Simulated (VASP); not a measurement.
A run of VASP 6.6.1:

INCAR

```
PREC = Accurate ; ENCUT = 520
EDIFF = 1E-6 ; ISMEAR = 0
SIGMA = 0.03 ; LREAL = False
LASPH = True ; NELM = 100
ALGO = Normal ; ISIF = 2
LWAVE = False ; LCHARG = False
GGA = PE ; NBANDS = 17
```

KPOINTS

```
Automatic mesh
0
Gamma
  10 10 10
```

POSCAR

```
SnTe
1.0
    0.0000000000      3.4090200000      2.9039800000
    3.4090200000      0.0000000000      2.9039800000
    3.4090200000      3.4090200000      0.0000000000
Sn Te
1 1
Direct
    0.0000000000      0.0000000000      0.0000000000
    0.5000000000      0.5000000000      0.5000000000
```

Potentials or basis: VASP PAW PBE potentials, release 64 (Sn_d, Te).

Launch:

```bash
$ cat potpaw_PBE.64/Sn_d/POTCAR potpaw_PBE.64/Te/POTCAR > POTCAR
$ mpirun -np 1 vasp_std > vasp.out
```

Hardware: 1 thread of Intel(R) Xeon(R) Platinum 8259CL CPU @ 2.50GHz (Skylake/Cascade Lake), with other jobs on the host.

Question: Estimate the wall time of this run.

Answer: It took 81 s on 1 thread of Intel(R) Xeon(R) Platinum 8259CL CPU @ 2.50GHz (Skylake/Cascade Lake) (shared host), peak memory 0.28 GiB. Counts: scf iterations 13, k points 102.
